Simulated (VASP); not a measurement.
# Zn12O (a cell with a defect) in VASP: notebook

The runs below take Zn12O (a cell with a defect) through single point, with PBE.

All numbers are computed with VASP 6.6.1; they aren't measurements. Logs are shortened: lines on timing, memory, paths and dates and some standing lists are left out, and cuts for length are marked.

## Step 1: The cell of the first run

The cell holds a defect, 13 atoms: a = 5.320 Å, b = 7.980 Å, c = 4.937 Å, α = 90.00°, β = 90.00°, γ = 120.00°.

## Step 2: Single point, PBE

INCAR

```
  PREC = Accurate
  ENCUT = 520
  EDIFF = 1E-6
  ISMEAR = -1
  SIGMA = 0.15
  LREAL = F
  LASPH = T
  NELM = 100
  ALGO = Normal
  ISIF = 2
  LWAVE = F
  LCHARG = F
  GGA = PE
  NBANDS = 87
```

KPOINTS

```
Automatic mesh
0
Gamma
  2 2 2
```

POSCAR

```
Zn12O
1.0
    5.3200000000      0.0000000000      0.0000000000
   -3.9900000000      6.9108830000      0.0000000000
    0.0000000000      0.0000000000      4.9369600000
Zn O
12 1
Direct
    0.1047767656      0.0341635070     -0.1436714091
    0.0816289716      0.1904677015      0.3851560474
    0.0118535567      0.3215942160     -0.0320845216
    0.1367505800      0.5385997708      0.5732677599
   -0.0428516087      0.6157968526      0.0734865180
    0.1843576341      0.8813490259      0.4641520288
    0.5627934781      0.0168574696      0.0450884755
    0.6305474948      0.2544392663      0.4757178507
    0.4977018365      0.3676375363     -0.0228683238
    0.6681721720      0.5677132720      0.5038930840
    0.4231063033      0.6314099081      0.1383037335
    0.6481347561      0.8689917048      0.4901396811
    0.7163153140      0.8590219224      0.8866387412
```

Potentials or basis: VASP PAW PBE potentials, release 64 (Zn, O).

The run is started by

```console
$ cat potpaw_PBE.64/Zn/POTCAR potpaw_PBE.64/O/POTCAR > POTCAR
$ mpirun -np 1 vasp_std > vasp.out
```

OUTCAR:

```text
PREC = Accurate
   ENCUT = 520
   EDIFF = 1E-6
   ISMEAR = -1
   LREAL = F
   LASPH = T
   NELM = 100
   ISIF = 2
   GGA = PE

 ion  position               nearest neighbor table
   1  0.105  0.034  0.856-  13 1.83   6 2.44   9 2.50   3 2.63   2 2.67   7 2.68  12 2.78   2 2.92
                             7 2.97
   2  0.082  0.190  0.385-   3 2.42  12 2.50   1 2.67   8 2.73   8 2.74   9 2.80   4 2.80   6 2.81
                             7 2.92   1 2.92
   3  0.012  0.322  0.968-   2 2.42   9 2.42   7 2.44   4 2.47  11 2.49   5 2.56   1 2.63   9 2.94
                             8 3.04
   4  0.137  0.539  0.573-   3 2.47  11 2.52   8 2.55  10 2.64   6 2.67  12 2.71  10 2.74   2 2.80
                             5 2.82   5 2.82
   5  0.957  0.616  0.073-   9 2.30  11 2.44  10 2.54   3 2.56   6 2.67   4 2.82   4 2.82  11 2.92

   6  0.184  0.881  0.464-   1 2.44  12 2.52  10 2.64   5 2.67   4 2.67   7 2.71   8 2.73  12 2.81
                             2 2.81
   7  0.563  0.017  0.045-  13 1.97   3 2.44  12 2.64   1 2.68   6 2.71   8 2.75  11 2.82   2 2.92
                             1 2.97   9 3.01
   8  0.631  0.254  0.476-  10 2.41   4 2.55   6 2.73   2 2.73   2 2.74   7 2.75   9 2.83   9 2.84
                             3 3.04
   9  0.498  0.368  0.977-   5 2.30   3 2.42  11 2.46   1 2.50  10 2.72   2 2.80   8 2.83   8 2.84
                             3 2.94  10 2.95   7 3.01
  10  0.668  0.568  0.504-   8 2.41  11 2.42  12 2.46   5 2.54   4 2.64   6 2.64   9 2.72   4 2.74
                             9 2.95
  11  0.423  0.631  0.138-  13 2.11  12 2.40  10 2.42   5 2.44   9 2.46   3 2.49   4 2.52   7 2.82
                             5 2.92
  12  0.648  0.869  0.490-  13 2.00  11 2.40  10 2.46   2 2.50   6 2.52   7 2.64   4 2.71   1 2.78
                             6 2.81
  13  0.716  0.859  0.887-   1 1.83   7 1.97  12 2.00  11 2.11

  LATTYP: Found a simple monoclinic cell.
 ALAT       =     5.3200000000
 B/A-ratio  =     0.9280000000
 C/A-ratio  =     1.3228757068
 COS(beta)  =    -0.1889822292

  Lattice vectors:

 A1 = (   5.3200000000,   0.0000000000,   0.0000000000)
 A2 = (   0.0000000000,   0.0000000000,   4.9369600000)
 A3 = (  -1.3300000000,  -6.9108830000,   0.0000000000)

Analysis of symmetry for initial positions (statically):
=====================================================================
 Subroutine PRICEL returns:
 Original cell was already a primitive cell.

 Routine SETGRP: Setting up the symmetry group for a
 simple monoclinic supercell.

 Subroutine GETGRP returns: Found  1 space group operations
 (whereof  1 operations were pure point group operations)
 out of a pool of  4 trial point group operations.

The static configuration has the point symmetry C_1 .

Analysis of symmetry for dynamics (positions and initial velocities):
=====================================================================
 Subroutine PRICEL returns:
 Original cell was already a primitive cell.

 Routine SETGRP: Setting up the symmetry group for a
 simple monoclinic supercell.

 Subroutine GETGRP returns: Found  1 space group operations
 (whereof  1 operations were pure point group operations)
 out of a pool of  4 trial point group operations.

The dynamic configuration has the point symmetry C_1 .

 Subroutine INISYM returns: Found  1 space group operations
 (whereof  1 operations are pure point group operations),
 and found     1 'primitive' translations

----------------------------------------------------------------------------------------

                                     Primitive cell

  volume of cell :     181.5118

  direct lattice vectors                    reciprocal lattice vectors
     5.320000000  0.000000000  0.000000000     0.187969925  0.108524482  0.000000000
    -3.990000000  6.910883000  0.000000000     0.000000000  0.144699310  0.000000000
     0.000000000  0.000000000  4.936960000     0.000000000  0.000000000  0.202553798

  length of vectors
     5.320000000  7.980000241  4.936960000     0.217048971  0.144699310  0.202553798

  position of ions in fractional coordinates (direct lattice)
     0.104776766  0.034163507  0.856328591
     0.081628972  0.190467701  0.385156047
     0.011853557  0.321594216  0.967915478
     0.136750580  0.538599771  0.573267760
     0.957148391  0.615796853  0.073486518
     0.184357634  0.881349026  0.464152029
     0.562793478  0.016857470  0.045088476
     0.630547495  0.254439266  0.475717851
     0.497701836  0.367637536  0.977131676
     0.668172172  0.567713272  0.503893084
     0.423106303  0.631409908  0.138303734
     0.648134756  0.868991705  0.490139681
     0.716315314  0.859021922  0.886638741

  ion indices of the primitive-cell ions
   primitive index   ion index
                 1           1
                 2           2
                 3           3
                 4           4
                 5           5
                 6           6
                 7           7
                 8           8
                 9           9
                10          10
                11          11
                12          12
                13          13

----------------------------------------------------------------------------------------

 KPOINTS: Automatic mesh

Automatic generation of k-mesh.
 Grid dimensions read from file:
 generate k-points for:    2    2    2

 Generating k-lattice:

  Cartesian coordinates                     Fractional coordinates (reciprocal lattice)
     0.093984962  0.054262241  0.000000000     0.500000000  0.000000000  0.000000000
     0.000000000  0.072349655  0.000000000     0.000000000  0.500000000  0.000000000
     0.000000000  0.000000000  0.101276899     0.000000000  0.000000000  0.500000000

  Length of vectors
     0.108524486  0.072349655  0.101276899

  Shift w.r.t. Gamma in fractional coordinates (k-lattice)
     0.000000000  0.000000000  0.000000000

 Subroutine IBZKPT returns following result:
 ===========================================

 Found      8 irreducible k-points:

 Following reciprocal coordinates:
            Coordinates               Weight
  0.000000  0.000000  0.000000      1.000000
  0.500000  0.000000  0.000000      1.000000
  0.000000  0.500000  0.000000      1.000000
  0.500000  0.500000  0.000000      1.000000
  0.000000  0.000000  0.500000      1.000000
  0.500000  0.000000  0.500000      1.000000
  0.000000  0.500000  0.500000      1.000000
  0.500000  0.500000  0.500000      1.000000
   k-points           NKPTS =      8   k-points in BZ     NKDIM =      8   number of bands    NBANDS=     87
   number of dos      NEDOS =    301   number of ions     NIONS =     13
   total plane-waves  NPLWV =  96000
   dimension x,y,z NGX =    40 NGY =   60 NGZ =   40
   dimension x,y,z NGXF=    80 NGYF=  120 NGZF=   80
   ions per type =              12   1
   NGX,Y,Z   is equivalent  to a cutoff of  12.50, 12.50, 13.47 a.u.
   NGXF,Y,Z  is equivalent  to a cutoff of  25.00, 25.00, 26.94 a.u.
 SYSTEM =  unknown system
   PREC   = accura    normal or accurate (medium, high low for compatibility)
   ISTART =      0    job   : 0-new  1-cont  2-samecut
   ICHARG =      2    charge: 1-file 2-atom 10-const
   ISPIN  =      1    spin polarized calculation?
   LNONCOLLINEAR =      F non collinear calculations
   LSORBIT =      F    spin-orbit coupling
   LASPH  =      T    aspherical Exc in radial PAW
   ENCUT  =  520.0 eV  38.22 Ry    6.18 a.u.   9.89 14.84  9.18*2*pi/ulx,y,z
   NELM   =    100;   NELMIN=  2; NELMDL= -5     # of ELM steps
   EDIFF  = 0.1E-05   stopping-criterion for ELM
   LREAL  =      F    real-space projection
   EDIFFG = 0.1E-04   stopping-criterion for IOM
   NSW    =      0    number of steps for IOM
   IBRION =     -1    ionic relax: 0-MD 1-quasi-New 2-CG
   NFREE  =      0    steps in history (QN), initial steepest desc. (CG)
   ISIF   =      2    stress and relaxation
   ISYM   =      2    0-nonsym 1-usesym 2-fastsym
   POTIM  = 0.5000    time-step for ionic-motion
   TEBEG  =    0.0;   TEEND  =   0.0 temperature during run
   PSTRESS=    0.0 pullay stress
   NELECT =     150.0000    total number of electrons
   NUPDOWN=      -1.0000    fix difference up-down
   EMIN   =  10.00;   EMAX   =-10.00  energy-range for DOS
   EFERMI =   0.00;   METHOD = LEGACY
   ISMEAR =    -1;   SIGMA  =   0.15  broadening in eV -4-tet -1-fermi 0-gaus
   EFERMI_NEDOS =   21; number of points for ismear=-14 and -15
   IALGO  =     38    algorithm
   IMIX   =      4    mixing-type and parameters
     AMIX     =   0.40;   BMIX     =  1.00
     AMIX_MAG =   1.60;   BMIX_MAG =  1.00
  volume/ion in A,a.u.               =      13.96        94.22
  Fermi-wavevector in a.u.,A,eV,Ry     =   1.536280  2.903148 32.111867  2.360156
  Thomas-Fermi vector in A             =   2.642951
   LORBIT       =      0    0 simple, 1 ext, 2 COOP (PROOUT), +10 PAW based schemes
   GGA     = PE    functional components
[... 5 lines left out ...]
 non-spin polarized calculation
  energy-cutoff  :      520.00
  volume of cell :      181.51
 maximum number of plane-waves:      4912
 NGX is ok and might be reduce to    40
   NGX = 19   NGY = 29   NGZ = 19

 number of electron     150.0000010 magnetization

 Free energy of the ion-electron system (eV)
  ---------------------------------------------------
  ext. energy  EPLUGINS =         0.00000000
  ---------------------------------------------------
  free energy    TOTEN  =       -18.12745898 eV

  energy without entropy =      -17.89423293  energy(sigma->0) =      -18.01084595

 E-fermi :   3.2028     XC(G=0): -11.7269

 val. band max:        3.1709666260   @ k =   0.5000   0.5000   0.0000
 cond. band min:       3.2153125397   @ k =   0.0000   0.5000   0.0000
 fundamental gap:      0.0443459137
 Fermi energy:         3.2028362655

 k-point     1 :       0.0000    0.0000    0.0000
  band No.  band energies     occupation
      1     -16.1647      2.00000
      2      -7.0227      2.00000
      3      -5.4697      2.00000
      4      -5.3878      2.00000
      5      -5.3667      2.00000
      6      -5.2496      2.00000
[... 79 lines left out ...]
     86       8.0453      0.00000
     87       8.0646      0.00000

 k-point     2 :       0.5000    0.0000    0.0000
  band No.  band energies     occupation
      1     -16.1573      2.00000
      2      -5.9883      2.00000
      3      -5.5924      2.00000
      4      -5.4297      2.00000
      5      -5.2879      2.00000
      6      -5.1996      2.00000
[... 529 lines left out ...]
     86       8.7750      0.00000
     87       9.6017      0.00000

 k-point     8 :       0.5000    0.5000    0.5000
  band No.  band energies     occupation
      1     -16.1322      2.00000
      2      -5.8657      2.00000
      3      -5.3631      2.00000
      4      -5.2867      2.00000
      5      -5.2474      2.00000
      6      -5.2333      2.00000
[... 79 lines left out ...]
     86       9.1238      0.00000
     87       9.1354      0.00000

------------------------ aborting loop because EDIFF is reached ----------------------------------------

  FORCE on cell =-STRESS in cart. coord.  units (eV):
  Direction    XX          YY          ZZ          XY          YZ          ZX
  --------------------------------------------------------------------------------------
  -------------------------------------------------------------------------------------
  Total       13.0321029     13.1969417     16.0757968      2.8586931      2.1582386      0.7896236
  in kB      115.0324317    116.4874398    141.8986647     25.2332587     19.0504510      6.9698902
  external PRESSURE =     124.4728454 kB  Pullay stress =       0.0000000 kB

 VOLUME and BASIS-vectors are now :
 -----------------------------------------------------------------------------
  energy-cutoff  :      520.00
  volume of cell :      181.51
      direct lattice vectors                 reciprocal lattice vectors
     5.320000000  0.000000000  0.000000000     0.187969925  0.108524482  0.000000000
    -3.990000000  6.910883000  0.000000000     0.000000000  0.144699310  0.000000000
     0.000000000  0.000000000  4.936960000     0.000000000  0.000000000  0.202553798

 POSITION                                       TOTAL-FORCE (eV/Angst)
 -----------------------------------------------------------------------------------
      0.42110      0.23610      4.22766         1.573554      1.120504      0.509724
     -0.32570      1.31630      1.90150         0.558928      0.442111      0.523102
     -1.22010      2.22250      4.77856        -0.769921      0.340584     -0.631985
     -1.42150      3.72220      2.83020        -0.016662     -0.119207      0.063984
      2.63500      4.25570      0.36280         0.250189      1.105787     -0.124362
     -2.53580      6.09090      2.29150        -0.078020     -0.063268     -0.767062
      2.92680      0.11650      0.22260        -1.074752      0.146639      0.270358
      2.33930      1.75840      2.34860         0.256189     -0.882078      0.042687
      1.18090      2.54070      4.82406         0.382707     -1.309834     -0.328425
      1.28950      3.92340      2.48770         0.269003     -0.474886      0.620935
     -0.26840      4.36360      0.68280         0.277177      0.241636     -1.051244
     -0.01920      6.00550      2.41980        -0.076670      0.629061      0.649607
      0.38330      5.93660      4.37730        -1.551722     -1.177048      0.222680
 -----------------------------------------------------------------------------------
    total drift:                               -0.001385     -0.001222     -0.001371

  FREE ENERGIE OF THE ION-ELECTRON SYSTEM (eV)
  ---------------------------------------------------
  free  energy   TOTEN  =       -18.1274589801 eV

  energy  without entropy=      -17.8942329272  energy(sigma->0) =      -18.01084595
```

Wall time 3.9 min (1 thread of Intel Xeon 6975P-C, shared host); peak memory 0.34 GiB.

What came out:

```yaml
Free_energy: -18.1275 eV
Pressure: 12.4 GPa
Largest_force: 1.998 eV/Å
Band_gap_on_the_k_mesh: zero (band 75 reaches 4.00 eV, above the bottom of band 76 at 3.01 eV)
```

Forces in eV/Å, atoms in the order of the input:
```
Zn   1.574  1.121  0.510
Zn   0.559  0.442  0.523
Zn  -0.770  0.341 -0.632
Zn  -0.017 -0.119  0.064
Zn   0.250  1.106 -0.124
Zn  -0.078 -0.063 -0.767
Zn  -1.075  0.147  0.270
Zn   0.256 -0.882  0.043
Zn   0.383 -1.310 -0.328
Zn   0.269 -0.475  0.621
Zn   0.277  0.242 -1.051
Zn  -0.077  0.629  0.650
O   -1.552 -1.177  0.223
```

Caveat: the k points lie up to 0.68 Å⁻¹ apart.

(Continued in part 2 of 3.)
